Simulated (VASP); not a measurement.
The system is C.

```xyz
2
Lattice="2.0986 -1.2117 0.0000 2.0986 1.2117 0.0000 -1.3604 0.0000 3.4555" Properties=species:S:1:pos:R:3 pbc="T T T"
C    -0.6609    0.0000    3.4552
C     3.4976    0.0000    0.0003
```

Base run:

| Quantity | Value |
| --- | --- |
| Program | VASP 6.6.1 |
| Functional | r2SCAN |
| Potentials or basis | VASP PAW PBE potentials, release 64 (C) |
| Cutoff | 520 eV |
| k mesh | 13 × 13 × 8 |
| Occupations | fermi-dirac, width 0.05 eV |
| Spin | no spin polarisation |

Its results: band gap on the k mesh 1.00 eV, indirect (least direct gap 1.02 eV); pressure 12.6 GPa; largest force 0.010 eV/Å.

Question: The run is repeated on the same cell with these changes: functional from r2SCAN to LDA; potentials or basis from VASP PAW PBE potentials, release 64 (C) to VASP PAW LDA potentials, release 64 (C). What comes out?

Answer: Band gap on the k mesh 0.91 eV, indirect (least direct gap 0.92 eV); pressure 8.3 GPa; largest force 0.003 eV/Å.

Caveats: the PAW data sets were made with another functional, which shifts forces and pressure a little (some runs).

A k mesh can miss the band edges.
